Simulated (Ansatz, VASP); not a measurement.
# CaO in VASP and in Ansatz

```
Ca O
1.0
     0.00000    2.35373    2.35373
     2.35373    0.00000    2.35373
     2.35373    2.35373    0.00000
Ca O
1 1
Direct
  0.00000 0.00000 0.00000
  0.50000 0.50000 0.50000
```

Alike in both runs: functional LDA; k mesh 8 × 8 × 8; occupations gaussian, width 0.02 eV; no spin polarisation.

Ansatz relaxed the structure, and its values are those at the end. VASP's run is a single point on that final structure, the one shown.

|  | VASP | Ansatz |
| --- | --- | --- |
| version | VASP 6.6.1 | Ansatz 0.2.0 |
| potentials or method | VASP PAW LDA potentials, release 64 (Ca_sv, O_h), cutoff 910 eV | scalar-relativistic, plane waves, PAW |
| valence electrons in the cell | 16 | 16 |

Ansatz gave:

| Property | Result |
| --- | --- |
| gap on the k mesh at the Fermi level (eV) | 3.45 |
| least direct gap on the mesh (eV) | 3.81 |

**Question.** Estimate VASP's values.

**Answer.** gap on the k mesh at the Fermi level (eV): 3.42; least direct gap on the mesh (eV): 3.78.

Ansatz warns that its potentials were made for another functional, while VASP's fit it. LDA's correlation is that of Perdew and Zunger in VASP and of Perdew and Wang (1992) in Ansatz.

Noted on VASP's run: the cutoff is short for stress, so the pressure is rough.
